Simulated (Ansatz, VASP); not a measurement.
**FeO in VASP and in Ansatz**

```
CELL_PARAMETERS angstrom
3.50238 0.00000 0.00000
0.00000 3.50238 0.00000
0.00000 0.00000 4.36047
ATOMIC_POSITIONS crystal
Fe 0.00000 0.50000 0.00000
Fe 0.50000 0.00000 0.50000
O 0.00000 0.00000 0.25000
O 0.00000 0.00000 0.75000
```

Alike in both runs: task single point; functional LDA; k mesh 5 × 5 × 5; occupations gaussian, width 0.05 eV; collinear spin; Hubbard terms Fe d U = 3.0 eV.

|  | VASP | Ansatz |
| --- | --- | --- |
| version | VASP 6.6.1 | Ansatz 0.2.0 |
| potentials or method | VASP PAW LDA potentials, release 64 (Fe_sv, O_h), cutoff 1340 eV | scalar-relativistic, plane waves, PAW |
| valence electrons in the cell | 44 | 44 |

```tsv
	VASP	Ansatz	Ansatz less VASP
gap on the k mesh at the Fermi level (eV)	none	none	-
pressure (GPa)	-13.8	-7.8	+6.00
traceless stress, the component that is largest in VASP (GPa)	29.61	31.96	+2.350
net moment per atom (μB)	1.89	1.90	+0.016
size of the moment on the site where the two differ most (μB)	3.50	3.29	-0.212
```

LDA's correlation is that of Perdew and Zunger in VASP and of Perdew and Wang (1992) in Ansatz. Site moments also hang on the region over which each program counts them. The programs project onto different local orbitals, so the same U acts differently, and such runs can settle in different states. A gap of «none» marks a metal or a gap that the smearing closes. Ansatz's warnings: filled band counts differ across k points.
